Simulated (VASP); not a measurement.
Crystal: SrAl2Os.

```
Sr Al Os
1.0
     3.53182    0.00000    0.00000
    -1.76591    3.05865    0.00000
     0.00000    0.00000    9.59591
Sr Al Os
1 2 1
Direct
  0.33333 0.66667 0.50000
  0.00000 0.00000 0.79757
  0.00000 0.00000 0.20243
  0.33333 0.66667 0.00000
```

- Program: VASP 6.6.1
- Task: relaxation of cell and atoms
- Functional: PBE
- Potentials or basis: VASP PAW PBE potentials, release 64 (Sr_sv, Al, Os)
- Cutoff: 600 eV
- k mesh: 6 × 6 × 2
- Occupations: gaussian, width 0.1 eV
- Spin: no spin polarisation

At the start: pressure -12.2 GPa; volume 25.92 Å³/atom.

Question: How do energy, volume and symmetry change on relaxing?

Answer: Over 8 steps the energy falls by 297.2 meV/atom and the volume is 20.99 Å³/atom (-19.0 %); space group P-6m2 (No. 187, to 0.05 Å).

The path:
```tsv
step	energy change (eV)	largest force (eV/Å)	pressure (GPa)	volume (Å³)
1	0.0000	1.7849	-12.20	103.66
2	-0.9429	0.4020	9.33	76.74
3	-1.1362	0.5550	0.16	83.17
4	-1.1359	0.5119	0.60	82.79
5	-1.1703	0.2266	0.73	82.90
6	-1.1848	0.1010	1.04	83.01
7	-1.1844	0.1087	-1.16	84.95
8	-1.1886	0.0039	-0.06	83.95
```

Final structure:
```cif
data_structure
_symmetry_space_group_name_H-M 'P 1'
_symmetry_Int_Tables_number 1
_cell_length_a 3.2834
_cell_length_b 3.2834
_cell_length_c 8.9916
_cell_angle_alpha 90.000
_cell_angle_beta 90.000
_cell_angle_gamma 120.000
_cell_volume 83.95
loop_
_atom_site_label
_atom_site_type_symbol
_atom_site_fract_x
_atom_site_fract_y
_atom_site_fract_z
_atom_site_occupancy
Sr1 Sr 0.33333 0.66667 0.50000 1
Al1 Al 0.00000 0.00000 0.81051 1
Al2 Al 0.00000 0.00000 0.18949 1
Os1 Os 0.33333 0.66667 0.00000 1
```

Caveat: the volume moved by over 15 % at a fixed basis, so the end points are rough.
